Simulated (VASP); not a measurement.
Here is a VASP 6.6.1 calculation.

The input INCAR:

```
  PREC = Accurate
  ENCUT = 520
  EDIFF = 1E-6
  ISMEAR = 0
  SIGMA = 0.1
  LREAL = F
  LASPH = T
  NELM = 100
  ALGO = Normal
  ISIF = 2
  LWAVE = F
  LCHARG = F
  GGA = PE
  NBANDS = 26
```

KPOINTS

```
Automatic mesh
0
Gamma
  6 6 4
```

POSCAR

```
GaAs
1.0
    3.3366182600      0.0000000000      0.0000000000
   -1.6683091300      2.8895961800      0.0000000000
    0.0000000000      0.0000000000      7.2070954500
Ga As
2 2
Direct
    0.0000000000      0.0000000000      0.0000000000
    0.0000000000      0.0000000000      0.5000000000
    0.3333333300      0.6666666700      0.2500000000
    0.6666666700      0.3333333300      0.7500000000
```

Potentials or basis: VASP PAW PBE potentials, release 64 (Ga_d, As).

Launch:

```console
$ cat potpaw_PBE.64/Ga_d/POTCAR potpaw_PBE.64/As/POTCAR > POTCAR
$ mpirun -np 1 vasp_std > vasp.out
```

Question: What does it give for the band gap on the k mesh?

Answer: Zero (band 18 reaches 8.71 eV, above the bottom of band 19 at 3.15 eV).

Question: What does it give for the pressure?

Answer: 11.4 GPa.

Stress tensor (GPa, compression positive):
```
15.55  0.00  0.00
 0.00 15.55  0.00
 0.00  0.00  2.99
```

Caveat: the k points lie up to 0.36 Å⁻¹ apart.
